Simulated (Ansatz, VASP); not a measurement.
SiNi2: VASP beside Ansatz

```
Ni Si
1.0
    -1.93425    3.35021    0.00000
     0.00000    0.00000    4.91636
     5.80274    3.35021    0.00000
Ni Si
8 4
Direct
  0.00000 0.25000 0.33333
  0.50000 0.25000 0.83333
  0.50000 0.75000 0.16667
  0.00000 0.75000 0.66667
  0.50000 0.00000 0.50000
  0.00000 0.00000 0.00000
  0.50000 0.50000 0.50000
  0.00000 0.50000 0.00000
  0.00000 0.75000 0.33333
  0.50000 0.75000 0.83333
  0.50000 0.25000 0.16667
  0.00000 0.25000 0.66667
```

Alike in both runs: functional PBEsol; k mesh 10 × 8 × 6; occupations gaussian, width 0.1 eV; no spin polarisation.

Ansatz relaxed the structure, and its values are those at the end. VASP's run is a single point on that final structure, the one shown.

```csv
,VASP,Ansatz
version,VASP 6.6.1,Ansatz 0.2.0
potentials or method,"VASP PAW PBE potentials, release 64 (Ni, Si), cutoff 600 eV","scalar-relativistic, plane waves, PAW"
valence electrons in the cell,96,160
```

VASP gave:

```
gap on the k mesh at the Fermi level (eV) : none
pressure (GPa)                            : 0.1
```

Task: Which values does Ansatz return?

Result: gap on the k mesh at the Fermi level (eV): none; pressure (GPa): 0.0.

VASP's potentials were made for PBE, not for PBEsol. A gap of «none» marks a metal or a gap that the smearing closes. VASP's potentials hold 96 valence electrons a cell and Ansatz's 160, so a difference there can come from the potentials and not from the codes.
